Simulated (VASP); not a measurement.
# Si (a cell with a defect) in VASP: notebook

Runs on Si (a cell with a defect). Level: LDA. Tasks: single point.

All numbers are computed with VASP 6.6.1; they aren't measurements. Logs are shortened: lines on timing, memory, paths and dates and some standing lists are left out, and cuts for length are marked.

## 1. The cell of the first run

The cell holds a defect, 63 atoms: a = 10.860 Å, b = 10.860 Å, c = 10.860 Å, α = 90.00°, β = 90.00°, γ = 90.00°.

## 2. Single point, LDA, collinear spin, zero start

INCAR reads:

```
PREC = Accurate
ENCUT = 520
EDIFF = 1E-6
ISMEAR = -1
SIGMA = 0.05
LREAL = Auto
LASPH = True
NELM = 150
ALGO = Normal
ISIF = 2
LWAVE = False
LCHARG = False
ISPIN = 2
MAGMOM = 0 0 0 0 0 0 0 0 0 0 0 0 0 0 0 0 0 0 0 0 0 0 0 0 0 0 0 0 0 0 0 0 0 0 0 0 0 0 0 0 0 0 0 0 0 0 0 0 0 0 0 0 0 0 0 0 0 0 0 0 0 0 0
LORBIT = 11
NBANDS = 167
NELECT = 251.0
```

KPOINTS reads:

```
regular mesh
0
Gamma
  1 1 1
```

POSCAR reads:

```
Si
1.0
   10.8600000000      0.0000000000      0.0000000000
    0.0000000000     10.8600000000      0.0000000000
    0.0000000000      0.0000000000     10.8600000000
Si
63
Direct
    0.5009587477     -0.0009593923      0.0017970534
    0.6251603131      0.1256234807      0.1248396869
    0.7500006446      0.2499984346     -0.0000006446
    0.8748403315      0.3743741252      0.1248395028
    0.7482029466     -0.0009593923      0.2490412523
    0.8762642726      0.1245639042      0.3745643646
   -0.0009591160     -0.0009591160     -0.0017977901
    0.1245641805      0.1245641805      0.1262633517
    0.2500005525      0.2500005525     -0.0000000921
    0.3754365562      0.3754365562      0.1262651013
    0.5009593923      0.5009593923     -0.0017986188
    0.6236905157      0.6236905157      0.1263094843
    0.8763149171      0.8763149171      0.1263148250
    0.2499828729     -0.0000097606      0.2499903315
    0.3748241252      0.1251741252      0.3751758748
    0.5000093002      0.2500147330      0.2499906998
    0.6237348987      0.3754365562      0.3745634438
    0.7517986188      0.5009593923      0.2490406077
    0.8748403315      0.6251604972      0.3756258748
    0.5000096685     -0.0000097606      0.5000171271
    0.6237366483      0.1245641805      0.6254358195
    0.7500000921      0.2500005525      0.4999994475
    0.8762642726      0.3754356354      0.6254360958
    0.7517977901     -0.0009591160      0.7509591160
    0.8748406077      0.1256242173      0.8751593923
   -0.0009593923      0.5009587477      0.0017970534
    0.1256234807      0.6251603131      0.1248396869
    0.2499984346      0.7500006446     -0.0000006446
    0.3743741252      0.8748403315      0.1248395028
   -0.0000097606      0.2499828729      0.2499903315
    0.1251741252      0.3748241252      0.3751758748
    0.2500147330      0.5000093002      0.2499906998
    0.3754365562      0.6237348987      0.3745634438
    0.5009593923      0.7517986188      0.2490406077
    0.6251604972      0.8748403315      0.3756258748
   -0.0000096685     -0.0000096685      0.4999834254
    0.1251743094      0.1251743094      0.6248256906
    0.2499989871      0.2499989871      0.5000010129
    0.3748241252      0.3748241252      0.6248258748
    0.5000093002      0.5000093002      0.4999852670
    0.6251603131      0.6251603131      0.6243765193
    0.7500006446      0.7500006446      0.5000015654
    0.8748406077      0.8748406077      0.6243757827
    0.2500165746     -0.0000096685      0.7500096685
    0.3754356354      0.1245639042      0.8737357274
    0.5000096685      0.2499828729      0.7500097606
    0.6251604972      0.3743741252      0.8751596685
    0.7482029466      0.5009587477      0.7509593923
    0.8763149171      0.6236851750      0.8736850829
   -0.0009593923      0.7482029466      0.2490412523
    0.1245639042      0.8762642726      0.3745643646
   -0.0000097606      0.5000096685      0.5000171271
    0.1245641805      0.6237366483      0.6254358195
    0.2500005525      0.7500000921      0.4999994475
    0.3754356354      0.8762642726      0.6254360958
   -0.0000096685      0.2500165746      0.7500096685
    0.1245639042      0.3754356354      0.8737357274
    0.2499828729      0.5000096685      0.7500097606
    0.3743741252      0.6251604972      0.8751596685
    0.5009587477      0.7482029466      0.7509593923
    0.6236851750      0.8763149171      0.8736850829
   -0.0009591160      0.7517977901      0.7509591160
    0.1256242173      0.8748406077      0.8751593923
```

Potentials or basis: VASP PAW LDA potentials, release 64 (Si).

Started as:

```console
> cat potpaw_LDA.64/Si/POTCAR > POTCAR
> mpirun -np 1 vasp_gam > vasp.out
```

OUTCAR:

```text
PREC = Accurate
   ENCUT = 520
   EDIFF = 1E-6
   ISMEAR = -1
   LREAL = Auto
   LASPH = True
   NELM = 150
   ISIF = 2
   ISPIN = 2
   LORBIT = 11
   NELECT = 251.0

 ion  position               nearest neighbor table
   1  0.501  0.999  0.002-  61 2.34   2 2.34  29 2.34  45 2.38
   2  0.625  0.126  0.125-   1 2.34   5 2.34   3 2.35  16 2.35
   3  0.750  0.250  1.000-  25 2.35   4 2.35  47 2.35   2 2.35
   4  0.875  0.374  0.125-  26 2.34  18 2.34   3 2.35  30 2.35
   5  0.748  0.999  0.249-  13 2.34   2 2.34  35 2.34   6 2.38
   6  0.876  0.125  0.375-  36 2.34  30 2.34  22 2.36   5 2.38
   7  0.999  0.999  0.998-  13 2.34  25 2.34  63 2.34   8 2.38
   8  0.125  0.125  0.126-  14 2.34  30 2.34   9 2.36   7 2.38
   9  0.250  0.250  1.000-  45 2.36  57 2.36   8 2.36  10 2.36
  10  0.375  0.375  0.126-  16 2.34  32 2.34   9 2.36  11 2.38
  11  0.501  0.501  0.998-  12 2.34  47 2.34  59 2.34  10 2.38
  12  0.624  0.624  0.126-  11 2.34  18 2.34  34 2.34
  13  0.876  0.876  0.126-   5 2.34  50 2.34   7 2.34
  14  0.250  1.000  0.250-  51 2.34   8 2.34  29 2.35  15 2.35
  15  0.375  0.125  0.375-  38 2.35  20 2.35  14 2.35  16 2.35
  16  0.500  0.250  0.250-  10 2.34  17 2.34   2 2.35  15 2.35
  17  0.624  0.375  0.375-  16 2.34  40 2.34  22 2.36  18 2.38
[... 32 lines left out ...]
  50  0.999  0.748  0.249-  13 2.34  27 2.34  19 2.34  51 2.38
  51  0.125  0.876  0.375-  36 2.34  14 2.34  54 2.36  50 2.38
  52  1.000  0.500  0.500-  23 2.34  53 2.34  19 2.35  31 2.35
  53  0.125  0.624  0.625-  52 2.34  58 2.34  54 2.36  62 2.38
  54  0.250  0.750  0.500-  51 2.36  55 2.36  53 2.36  33 2.36
  55  0.375  0.876  0.625-  44 2.34  20 2.34  54 2.36  60 2.38
  56  1.000  0.250  0.750-  23 2.34  57 2.34  25 2.35  37 2.35
  57  0.125  0.375  0.874-  56 2.34  58 2.34   9 2.36  26 2.38
  58  0.250  0.500  0.750-  57 2.34  53 2.34  59 2.35  39 2.35
  59  0.374  0.625  0.875-  60 2.34  11 2.34  28 2.35  58 2.35
  60  0.501  0.748  0.751-  61 2.34  41 2.34  59 2.34  55 2.38
  61  0.624  0.876  0.874-   1 2.34  60 2.34  24 2.34
  62  0.999  0.752  0.751-  49 2.34  43 2.34  63 2.34  53 2.38
  63  0.126  0.875  0.875-   7 2.34  62 2.34  28 2.35  44 2.35

  LATTYP: Found a simple cubic cell.
 ALAT       =    10.8600000000

  Lattice vectors:

 A1 = (  10.8600000000,   0.0000000000,   0.0000000000)
 A2 = (   0.0000000000,  10.8600000000,   0.0000000000)
 A3 = (   0.0000000000,   0.0000000000,  10.8600000000)

Analysis of symmetry for initial positions (statically):
=====================================================================
 Subroutine PRICEL returns:
 Original cell was already a primitive cell.

 Routine SETGRP: Setting up the symmetry group for a
 simple cubic supercell.

 Subroutine GETGRP returns: Found 24 space group operations
 (whereof  2 operations were pure point group operations)
 out of a pool of 48 trial point group operations.

The static configuration has the point symmetry C_1h.
 The point group associated with its full space group is T_d .

Analysis of symmetry for dynamics (positions and initial velocities):
=====================================================================
 Subroutine PRICEL returns:
 Original cell was already a primitive cell.

 Routine SETGRP: Setting up the symmetry group for a
 simple cubic supercell.

 Subroutine GETGRP returns: Found 24 space group operations
 (whereof  2 operations were pure point group operations)
 out of a pool of 48 trial point group operations.

The dynamic configuration has the point symmetry C_1h.
 The point group associated with its full space group is T_d .

Analysis of structural, dynamic, and magnetic symmetry:
=====================================================================
 Subroutine PRICEL returns:
 Original cell was already a primitive cell.

 Routine SETGRP: Setting up the symmetry group for a
 simple cubic supercell.

 Subroutine GETGRP returns: Found 24 space group operations
 (whereof  2 operations were pure point group operations)
[... 197 lines left out ...]
   LSORBIT =      F    spin-orbit coupling
   LASPH  =      T    aspherical Exc in radial PAW
   ENCUT  =  520.0 eV  38.22 Ry    6.18 a.u.  20.19 20.19 20.19*2*pi/ulx,y,z
   NELM   =    150;   NELMIN=  2; NELMDL= -5     # of ELM steps
   EDIFF  = 0.1E-05   stopping-criterion for ELM
   LREAL  =      T    real-space projection
   EDIFFG = 0.1E-04   stopping-criterion for IOM
   NSW    =      0    number of steps for IOM
   IBRION =     -1    ionic relax: 0-MD 1-quasi-New 2-CG
   NFREE  =      0    steps in history (QN), initial steepest desc. (CG)
   ISIF   =      2    stress and relaxation
   ISYM   =      2    0-nonsym 1-usesym 2-fastsym
   POTIM  = 0.5000    time-step for ionic-motion
   TEBEG  =    0.0;   TEEND  =   0.0 temperature during run
   PSTRESS=    0.0 pullay stress
   NELECT =     251.0000    total number of electrons
   NUPDOWN=      -1.0000    fix difference up-down
   EMIN   =  10.00;   EMAX   =-10.00  energy-range for DOS
   EFERMI =   0.00;   METHOD = LEGACY
   ISMEAR =    -1;   SIGMA  =   0.05  broadening in eV -4-tet -1-fermi 0-gaus
   EFERMI_NEDOS =   21; number of points for ismear=-14 and -15
   IALGO  =     38    algorithm
   IMIX   =      4    mixing-type and parameters
     AMIX     =   0.40;   BMIX     =  1.00
     AMIX_MAG =   1.60;   BMIX_MAG =  1.00
  volume/ion in A,a.u.               =      20.33       137.20
  Fermi-wavevector in a.u.,A,eV,Ry     =   0.950903  1.796946 12.302614  0.904217
  Thomas-Fermi vector in A             =   2.079323
   LORBIT       =     11    0 simple, 1 ext, 2 COOP (PROOUT), +10 PAW based schemes
   GGA     = CA    functional components
   LHFCALC =     F    Hartree Fock is set to
   AEXX    =    0.0000 exact exchange contribution
   IVDW    =     0    specifies the selected vdW correction
   LEPSILON=     F    determine dielectric tensor
   LRPA    =     F    only Hartree local field effects (RPA)
 spin polarized calculation
  energy-cutoff  :      520.00
  volume of cell :     1280.82
 maximum number of plane-waves:     17229
 NGX is ok and might be reduce to    84
   NGX = 41   NGY = 41   NGZ = 41

 number of electron     250.9999975 magnetization      -0.0002168

 number of electron     250.9999975 magnetization       0.0000298

 Free energy of the ion-electron system (eV)
  ---------------------------------------------------
  ext. energy  EPLUGINS =         0.00000000
  ---------------------------------------------------
  free energy    TOTEN  =      -371.58357633 eV

  energy without entropy =     -371.41747583  energy(sigma->0) =     -371.50052608

 E-fermi :   6.1207     XC(G=0):  -9.5216

 val. band max:        5.3432993539   @ k =   0.0000   0.0000   0.0000
 cond. band min:       6.2129701956   @ k =   0.0000   0.0000   0.0000
 fundamental gap:      0.8696708417
 Fermi energy:         6.1206907659

 spin component 1

 k-point     1 :       0.0000    0.0000    0.0000
  band No.  band energies     occupation
      1      -6.2791      1.00000
      2      -5.2301      1.00000
      3      -5.2301      1.00000
      4      -5.2300      1.00000
      5      -5.2252      1.00000
      6      -5.2252      1.00000
[... 129 lines left out ...]
    136       6.7118      0.00001
    137       6.7494      0.00000
 Fermi energy:         6.1206907659

 spin component 2

 k-point     1 :       0.0000    0.0000    0.0000
  band No.  band energies     occupation
      1      -6.2791      1.00000
      2      -5.2301      1.00000
      3      -5.2301      1.00000
      4      -5.2300      1.00000
      5      -5.2252      1.00000
      6      -5.2252      1.00000
[... 129 lines left out ...]
    136       6.7118      0.00001
    137       6.7494      0.00000
 [bands above 137 left out]

------------------------ aborting loop because EDIFF is reached ----------------------------------------

  FORCE on cell =-STRESS in cart. coord.  units (eV):
  Direction    XX          YY          ZZ          XY          YZ          ZX
  --------------------------------------------------------------------------------------
  -------------------------------------------------------------------------------------
  Total      -18.8050862    -18.8050862    -18.8050862      0.0000000      0.0000000      0.0000000
  in kB      -23.5232018    -23.5232018    -23.5232018      0.0000000      0.0000000      0.0000000
  external PRESSURE =     -23.5232018 kB  Pullay stress =       0.0000000 kB

 VOLUME and BASIS-vectors are now :
 -----------------------------------------------------------------------------
  energy-cutoff  :      520.00
  volume of cell :     1280.82
      direct lattice vectors                 reciprocal lattice vectors
    10.860000000  0.000000000  0.000000000     0.092081031  0.000000000  0.000000000
     0.000000000 10.860000000  0.000000000     0.000000000  0.092081031  0.000000000
     0.000000000  0.000000000 10.860000000     0.000000000  0.000000000  0.092081031

 POSITION                                       TOTAL-FORCE (eV/Angst)
 -----------------------------------------------------------------------------------
      5.44041     10.84958      0.01952         0.009668     -0.009668     -0.007946
      6.78924      1.36427      1.35576         0.003941     -0.003531     -0.003941
      8.14501      2.71498     10.85999        -0.000000      0.000000     -0.000000
      9.50077      4.06570      1.35576        -0.003941      0.003531     -0.003941
      8.12548     10.84958      2.70459         0.007946     -0.009668     -0.009668
      9.51623      1.35276      4.06777        -0.011056      0.000987      0.000987
[... 55 lines left out ...]
     10.84958      8.16452      8.15542        -0.009668     -0.007946      0.009668
      1.36428      9.50077      9.50423        -0.003531     -0.003941      0.003941
 -----------------------------------------------------------------------------------
    total drift:                               -0.004914     -0.004914     -0.005370

  FREE ENERGIE OF THE ION-ELECTRON SYSTEM (eV)
  ---------------------------------------------------
  free  energy   TOTEN  =      -371.5835763320 eV

  energy  without entropy=     -371.4174758271  energy(sigma->0) =     -371.50052608

 total charge

# of ion       s       p       d       tot
------------------------------------------
    1        0.748   0.951   0.000   1.699
    2        0.746   0.964   0.000   1.710
    3        0.743   0.968   0.000   1.711
    4        0.746   0.964   0.000   1.710
    5        0.748   0.951   0.000   1.699
    6        0.752   0.944   0.000   1.696
[... 55 lines left out ...]
   62        0.748   0.951   0.000   1.699
   63        0.746   0.964   0.000   1.710
--------------------------------------------------
tot         47.293  59.795   0.000 107.088

 magnetization (x)

# of ion       s       p       d       tot
------------------------------------------
    1       -0.000   0.000   0.000  -0.000
    2        0.000  -0.000   0.000   0.000
    3        0.000   0.000   0.000   0.000
    4        0.000  -0.000   0.000   0.000
    5       -0.000   0.000   0.000  -0.000
    6       -0.000  -0.000   0.000  -0.000
[... 55 lines left out ...]
   62       -0.000   0.000   0.000  -0.000
   63        0.000  -0.000   0.000   0.000
--------------------------------------------------
tot         -0.000   0.000   0.000   0.000
```

Wall time 19 min (1 thread of Intel Xeon 8259CL, shared host); peak memory 0.88 GiB.

What came out:

```yaml
Free_energy: -371.5836 eV
Largest_force: 0.035 eV/Å
Net_moment: 0.00 μB per cell
Valence_electrons_inside_the_program's_atomic_spheres: Si 1.70, 1.71, 1.69, 1.65 (each value once)
```

Forces on the atoms (eV/Å):
```
Si   0.010 -0.010 -0.008
Si   0.004 -0.004 -0.004
Si   0.000  0.000  0.000
Si  -0.004  0.004 -0.004
Si   0.008 -0.010 -0.010
Si  -0.011  0.001  0.001
Si  -0.010 -0.010  0.008
Si   0.001  0.001 -0.011
Si   0.000  0.000  0.000
Si  -0.001 -0.001 -0.011
Si   0.010  0.010  0.008
Si  -0.020 -0.020  0.020
Si   0.020  0.020  0.020
Si  -0.001  0.000  0.000
Si   0.005 -0.005 -0.005
Si   0.000  0.001  0.000
Si   0.011 -0.001  0.001
Si  -0.008  0.010 -0.010
Si  -0.004  0.004 -0.004
Si   0.000  0.000  0.001
Si   0.011  0.001 -0.001
Si   0.000  0.000  0.000
Si  -0.011 -0.001 -0.001
Si  -0.008 -0.010  0.010
Si  -0.004 -0.004  0.004
Si  -0.010  0.010 -0.008
Si  -0.004  0.004 -0.004
Si   0.000  0.000  0.000
Si   0.004 -0.004 -0.004
Si   0.000 -0.001  0.000
Si  -0.005  0.005 -0.005
Si   0.001  0.000  0.000
Si  -0.001  0.011  0.001
Si   0.010 -0.008 -0.010
Si   0.004 -0.004 -0.004
Si   0.000  0.000 -0.001
Si  -0.005 -0.005  0.005
Si   0.000  0.000  0.000
Si   0.005  0.005  0.005
Si   0.000  0.000 -0.001
Si   0.004  0.004  0.004
Si   0.000  0.000  0.000
Si  -0.004 -0.004  0.004
Si   0.001  0.000  0.000
Si  -0.001  0.001  0.011
Si   0.000 -0.001  0.000
Si   0.004  0.004  0.004
Si   0.008  0.010  0.010
Si   0.020 -0.020 -0.020
Si  -0.010  0.008 -0.010
Si   0.001 -0.011  0.001
Si   0.000  0.000  0.001
Si   0.001  0.011 -0.001
Si   0.000  0.000  0.000
Si  -0.001 -0.011 -0.001
Si   0.000  0.001  0.000
Si   0.001 -0.001  0.011
Si  -0.001  0.000  0.000
Si   0.004  0.004  0.004
Si   0.010  0.008  0.010
Si  -0.020  0.020 -0.020
Si  -0.010 -0.008  0.010
Si  -0.004 -0.004  0.004
```

Caveat: the k points lie up to 0.58 Å⁻¹ apart; the cell carries a net charge on a neutralising background, which shifts energy and pressure; the cell is charged against a uniform background, so pressure and absolute levels hang on convention; no moment was typed at the start, so none could form.

[end of part 1 of 2]
